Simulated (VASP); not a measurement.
# WSe2 (P6_3/mmc) in VASP: single point with PBEsol+U

Aim: the single point of WSe2 with PBEsol+U.

Everything below comes from runs of VASP 6.6.1. Logs are shortened: lines on timing, memory, paths and dates and some standing lists are left out, and cuts for length are marked.

## 1. The cell of the first run

It takes space group P6_3/mmc (No. 194, hexagonal). Conventional cell: a = 3.290 Å, b = 3.290 Å, c = 12.970 Å, α = 90.00°, β = 90.00°, γ = 120.00°. W (site symmetry -6m2) has 6 Se at 2.53 Å and 6 W at 3.29 Å within 3.3 Å. Se (site symmetry 3m) has 3 W at 2.53 Å and 7 Se at 3.29 to 3.35 Å within 3.4 Å.

## 2. Single point, PBEsol+U, collinear spin, zero start

The input, INCAR:

```
PREC = Accurate
ENCUT = 500
EDIFF = 1E-6
ISMEAR = 0
SIGMA = 0.05
LREAL = False
LASPH = True
NELM = 200
ALGO = Normal
ISIF = 2
LWAVE = False
LCHARG = True
ISPIN = 2
MAGMOM = 0 0 0 0 0 0
LORBIT = 11
NUPDOWN = 0.0
LMAXMIX = 4
LDAU = True
LDAUTYPE = 2
LDAUL = 2 -1
LDAUU = 2 0
LDAUJ = 0 0
LDAUPRINT = 1
GGA = PS
LELF = True
LVHAR = True
NBANDS = 39
GGA_COMPAT = False
```

The input, KPOINTS:

```
regular mesh
0
Gamma
  8 8 2
```

The input, POSCAR:

```
WSe2
1.0
    3.2899988200      0.0000000000      0.0000000000
   -1.6449994100      2.8492225500      0.0000000000
    0.0000000000      0.0000000000     12.9700014400
W Se
2 4
Direct
    0.3333333333      0.6666666667      0.2500000000
    0.6666666667      0.3333333333      0.7500000000
    0.3333333333      0.6666666667      0.6210000000
    0.6666666667      0.3333333333      0.1210000000
    0.3333333333      0.6666666667      0.8790000000
    0.6666666667      0.3333333333      0.3790000000
```

Potentials or basis: VASP PAW PBE potentials, release 64 (W_sv, Se).

Launch:

```bash
> cat potpaw_PBE.64/W_sv/POTCAR potpaw_PBE.64/Se/POTCAR > POTCAR
> mpirun -np 1 vasp_std > vasp.out
```

OUTCAR:

```text
PREC = Accurate
   ENCUT = 500
   EDIFF = 1E-6
   ISMEAR = 0
   LREAL = False
   LASPH = True
   NELM = 200
   ISIF = 2
   ISPIN = 2
   LORBIT = 11
   NUPDOWN = 0.0
   GGA = PS

 ion  position               nearest neighbor table
   1  0.333  0.667  0.250-   4 2.53   6 2.53   4 2.53   6 2.53   4 2.53   6 2.53
   2  0.667  0.333  0.750-   3 2.53   5 2.53   3 2.53   5 2.53   3 2.53   5 2.53
   3  0.333  0.667  0.621-   2 2.53   2 2.53   2 2.53
   4  0.667  0.333  0.121-   1 2.53   1 2.53   1 2.53
   5  0.333  0.667  0.879-   2 2.53   2 2.53   2 2.53
   6  0.667  0.333  0.379-   1 2.53   1 2.53   1 2.53

  LATTYP: Found a hexagonal cell.
 ALAT       =     3.2899988200
 C/A-ratio  =     3.9422510917

  Lattice vectors:

 A1 = (   3.2899988200,   0.0000000000,   0.0000000000)
 A2 = (  -1.6449994100,   2.8492225500,   0.0000000000)
 A3 = (   0.0000000000,   0.0000000000,  12.9700014400)

Analysis of symmetry for initial positions (statically):
=====================================================================
 Subroutine PRICEL returns:
 Original cell was already a primitive cell.

 Routine SETGRP: Setting up the symmetry group for a
 hexagonal supercell.

 Subroutine GETGRP returns: Found 24 space group operations
 (whereof 12 operations were pure point group operations)
 out of a pool of 24 trial point group operations.

The static configuration has the point symmetry D_3d.
 The point group associated with its full space group is D_6h.

Analysis of symmetry for dynamics (positions and initial velocities):
=====================================================================
 Subroutine PRICEL returns:
 Original cell was already a primitive cell.

 Routine SETGRP: Setting up the symmetry group for a
 hexagonal supercell.

 Subroutine GETGRP returns: Found 24 space group operations
 (whereof 12 operations were pure point group operations)
 out of a pool of 24 trial point group operations.

The dynamic configuration has the point symmetry D_3d.
 The point group associated with its full space group is D_6h.

Analysis of structural, dynamic, and magnetic symmetry:
=====================================================================
 Subroutine PRICEL returns:
 Original cell was already a primitive cell.

 Routine SETGRP: Setting up the symmetry group for a
 hexagonal supercell.

 Subroutine GETGRP returns: Found 24 space group operations
 (whereof 12 operations were pure point group operations)
 out of a pool of 24 trial point group operations.

The overall configuration has the point symmetry D_3d.
 The point group associated with its full space group is D_6h.

 Subroutine INISYM returns: Found 24 space group operations
 (whereof 12 operations are pure point group operations),
 and found     1 'primitive' translations

----------------------------------------------------------------------------------------

                                     Primitive cell

  volume of cell :     121.5800

[... 160 lines left out ...]
  o =  0.3323  v =  0.0000  0.0000  0.0000  0.0000  0.0000  0.0000  1.0000 -0.0000 -0.0000 -0.0000      0.0000  0.0000  0.0000  0.0000  0.0000  0.0000  0.0000  0.0000  0.0000  0.0000
  o =  0.3323  v =  0.0000  0.0000  0.0000  0.0000  0.0000  0.0000 -0.0000  0.0000 -1.0000  0.0000      0.0000  0.0000  0.0000  0.0000  0.0000  0.0000  0.0000  0.0000  0.0000  0.0000
  o =  0.3366  v =  0.0000  0.0000  0.0000  0.0000  0.0000  0.0000 -0.0000 -0.0000  0.0000 -1.0000      0.0000  0.0000  0.0000  0.0000  0.0000  0.0000  0.0000  0.0000  0.0000  0.0000
  o =  0.3366  v =  0.0000  0.0000  0.0000  0.0000  0.0000  1.0000  0.0000  0.0000  0.0000  0.0000      0.0000  0.0000  0.0000  0.0000  0.0000  0.0000  0.0000  0.0000  0.0000  0.0000
  o =  0.3366  v =  0.0000  0.0000 -0.0000 -0.0000 -1.0000  0.0000  0.0000  0.0000  0.0000  0.0000      0.0000  0.0000  0.0000  0.0000  0.0000  0.0000  0.0000  0.0000  0.0000  0.0000
  o =  0.3366  v =  1.0000  0.0000  0.0000  0.0000  0.0000  0.0000  0.0000  0.0000  0.0000  0.0000      0.0000  0.0000  0.0000  0.0000  0.0000  0.0000  0.0000  0.0000  0.0000  0.0000
  o =  0.3567  v =  0.0000  0.0000  0.0000  0.0000  0.0000  0.0000 -0.0000 -1.0000  0.0000  0.0000      0.0000  0.0000  0.0000  0.0000  0.0000  0.0000  0.0000  0.0000  0.0000  0.0000
  o =  0.3567  v =  0.0000 -0.0000  1.0000 -0.0000 -0.0000  0.0000  0.0000  0.0000  0.0000  0.0000      0.0000  0.0000  0.0000  0.0000  0.0000  0.0000  0.0000  0.0000  0.0000  0.0000

atom =   2  type =  1  l = 2

 onsite density matrix

spin component  1

  0.3366 -0.0000 -0.0000  0.0000 -0.0000
 -0.0000  0.3323  0.0000 -0.0000 -0.0000
 -0.0000  0.0000  0.3567 -0.0000 -0.0000
  0.0000 -0.0000 -0.0000  0.3323 -0.0000
 -0.0000 -0.0000 -0.0000 -0.0000  0.3366

spin component  2

  0.3366 -0.0000 -0.0000 -0.0000 -0.0000
 -0.0000  0.3323 -0.0000 -0.0000  0.0000
 -0.0000 -0.0000  0.3567  0.0000 -0.0000
 -0.0000 -0.0000  0.0000  0.3323  0.0000
 -0.0000  0.0000 -0.0000  0.0000  0.3366

 occupancies and eigenvectors

  o =  0.3323  v =  0.0000 -1.0000  0.0000  0.0000  0.0000  0.0000  0.0000  0.0000  0.0000  0.0000      0.0000  0.0000  0.0000  0.0000  0.0000  0.0000  0.0000  0.0000  0.0000  0.0000
  o =  0.3323  v =  0.0000 -0.0000  0.0000 -1.0000  0.0000  0.0000  0.0000  0.0000  0.0000  0.0000      0.0000  0.0000  0.0000  0.0000  0.0000  0.0000  0.0000  0.0000  0.0000  0.0000
  o =  0.3323  v =  0.0000  0.0000  0.0000  0.0000  0.0000  0.0000 -1.0000 -0.0000  0.0000  0.0000      0.0000  0.0000  0.0000  0.0000  0.0000  0.0000  0.0000  0.0000  0.0000  0.0000
  o =  0.3323  v =  0.0000  0.0000  0.0000  0.0000  0.0000  0.0000 -0.0000  0.0000 -1.0000  0.0000      0.0000  0.0000  0.0000  0.0000  0.0000  0.0000  0.0000  0.0000  0.0000  0.0000
  o =  0.3366  v =  0.0000  0.0000  0.0000  0.0000  0.0000  0.0000 -0.0000 -0.0000 -0.0000 -1.0000      0.0000  0.0000  0.0000  0.0000  0.0000  0.0000  0.0000  0.0000  0.0000  0.0000
  o =  0.3366  v =  0.0000  0.0000  0.0000  0.0000  0.0000  1.0000  0.0000  0.0000  0.0000  0.0000      0.0000  0.0000  0.0000  0.0000  0.0000  0.0000  0.0000  0.0000  0.0000  0.0000
  o =  0.3366  v =  0.0000 -0.0000 -0.0000  0.0000 -1.0000  0.0000  0.0000  0.0000  0.0000  0.0000      0.0000  0.0000  0.0000  0.0000  0.0000  0.0000  0.0000  0.0000  0.0000  0.0000
  o =  0.3366  v =  1.0000  0.0000  0.0000  0.0000  0.0000  0.0000  0.0000  0.0000  0.0000  0.0000      0.0000  0.0000  0.0000  0.0000  0.0000  0.0000  0.0000  0.0000  0.0000  0.0000
  o =  0.3567  v =  0.0000  0.0000  0.0000  0.0000  0.0000  0.0000 -0.0000  1.0000 -0.0000 -0.0000      0.0000  0.0000  0.0000  0.0000  0.0000  0.0000  0.0000  0.0000  0.0000  0.0000
  o =  0.3567  v =  0.0000  0.0000  1.0000  0.0000 -0.0000  0.0000  0.0000  0.0000  0.0000  0.0000      0.0000  0.0000  0.0000  0.0000  0.0000  0.0000  0.0000  0.0000  0.0000  0.0000

 number of electron      51.9999991 magnetization      -0.0000000

 Free energy of the ion-electron system (eV)
  ---------------------------------------------------
  ext. energy  EPLUGINS =         0.00000000
  ---------------------------------------------------
  free energy    TOTEN  =       -42.04391804 eV

  energy without entropy =      -42.04391804  energy(sigma->0) =      -42.04391804

 E-fermi :   6.5269     XC(G=0): -10.9140

 val. band max:        6.2060001614   @ k =   0.0000   0.0000   0.0000
 cond. band min:       7.2578651771   @ k =   0.2500   0.1250   0.0000
 fundamental gap:      1.0518650157
 Fermi energy:         6.5269326932

 spin component 1

 k-point     1 :       0.0000    0.0000    0.0000
  band No.  band energies     occupation
      1     -68.3980      1.00000
      2     -68.3979      1.00000
      3     -32.6236      1.00000
      4     -32.6236      1.00000
      5     -32.5023      1.00000
      6     -32.5023      1.00000
[... 809 lines left out ...]
     37      12.9266      0.00000
     38      12.9266      0.00000
 Fermi energy:         6.5269326932

 spin component 2

 k-point     1 :       0.0000    0.0000    0.0000
  band No.  band energies     occupation
      1     -68.3980      1.00000
      2     -68.3979      1.00000
      3     -32.6236      1.00000
      4     -32.6236      1.00000
      5     -32.5023      1.00000
      6     -32.5023      1.00000
[... 809 lines left out ...]
     37      12.9266      0.00000
     38      12.9266      0.00000
 [bands above 38 left out]

------------------------ aborting loop because EDIFF is reached ----------------------------------------

  FORCE on cell =-STRESS in cart. coord.  units (eV):
  Direction    XX          YY          ZZ          XY          YZ          ZX
  --------------------------------------------------------------------------------------
  -------------------------------------------------------------------------------------
  Total       -0.0295635     -0.0295635      1.1154526      0.0000000      0.0000000      0.0000000
  in kB       -0.3895871     -0.3895871     14.6993988      0.0000000      0.0000000      0.0000000
  external PRESSURE =       4.6400748 kB  Pullay stress =       0.0000000 kB

 VOLUME and BASIS-vectors are now :
 -----------------------------------------------------------------------------
  energy-cutoff  :      500.00
  volume of cell :      121.58
      direct lattice vectors                 reciprocal lattice vectors
     3.289998820  0.000000000  0.000000000     0.303951477  0.175486467  0.000000000
    -1.644999410  2.849222550  0.000000000     0.000000000  0.350972935  0.000000000
     0.000000000  0.000000000 12.970001440     0.000000000  0.000000000  0.077100994

 POSITION                                       TOTAL-FORCE (eV/Angst)
 -----------------------------------------------------------------------------------
     -0.00000      1.89948      3.24250         0.000000      0.000000      0.000000
      1.64500      0.94974      9.72750        -0.000000     -0.000000      0.000000
     -0.00000      1.89948      8.05437        -0.000000     -0.000000     -0.094142
      1.64500      0.94974      1.56937        -0.000000      0.000000     -0.094142
     -0.00000      1.89948     11.40063        -0.000000     -0.000000      0.094142
      1.64500      0.94974      4.91563         0.000000      0.000000      0.094142
 -----------------------------------------------------------------------------------
    total drift:                               -0.000000      0.000000     -0.000000

  FREE ENERGIE OF THE ION-ELECTRON SYSTEM (eV)
  ---------------------------------------------------
  free  energy   TOTEN  =       -42.0439180448 eV

  energy  without entropy=      -42.0439180448  energy(sigma->0) =      -42.04391804

 total charge

# of ion       s       p       d       tot
------------------------------------------
    1        2.320   6.287   3.336  11.943
    2        2.320   6.287   3.336  11.943
    3        1.476   2.349   0.072   3.897
    4        1.476   2.349   0.072   3.897
    5        1.476   2.349   0.072   3.897
    6        1.476   2.349   0.072   3.897
--------------------------------------------------
tot         10.544  21.969   6.961  39.474

 magnetization (x)

# of ion       s       p       d       tot
------------------------------------------
    1        0.000   0.000  -0.000  -0.000
    2        0.000   0.000  -0.000  -0.000
    3       -0.000   0.000  -0.000  -0.000
    4       -0.000   0.000  -0.000  -0.000
    5       -0.000   0.000  -0.000  -0.000
    6       -0.000   0.000  -0.000  -0.000
--------------------------------------------------
tot         -0.000   0.000  -0.000  -0.000
```

It took 4.4 min on 1 thread of Oxide Virtual Turin-like, shared host; peak memory 0.3 GiB.

What came out:

| Item | Value |
| --- | --- |
| Free energy | -42.0439 eV |
| Pressure | 0.5 GPa |
| Largest force | 0.094 eV/Å |
| Net moment | 0.00 μB per cell |
| Valence electrons inside the program's atomic spheres | W 11.94; Se 3.90 |

Forces on the atoms (eV/Å):
```
W    0.000  0.000  0.000
W    0.000  0.000  0.000
Se   0.000  0.000 -0.094
Se   0.000  0.000 -0.094
Se   0.000  0.000  0.094
Se   0.000  0.000  0.094
```

Eigenvalues of the final occupation matrices:
```tsv
site	spin	trace	eigenvalues
site 1 d	1	1.69	0.33 0.33 0.34 0.34 0.36
site 1 d	2	1.69	0.33 0.33 0.34 0.34 0.36
site 2 d	1	1.69	0.33 0.33 0.34 0.34 0.36
site 2 d	2	1.69	0.33 0.33 0.34 0.34 0.36
```

Caveat: the PAW data sets were made with another functional, which shifts forces and pressure a little; spin-orbit coupling is left out, which moves the levels of the heavy elements; this functional lacks dispersion, which binds layers or chains, so the pressure and a relaxed spacing across them are unreliable; the total moment is fixed, so each spin has its own Fermi level.
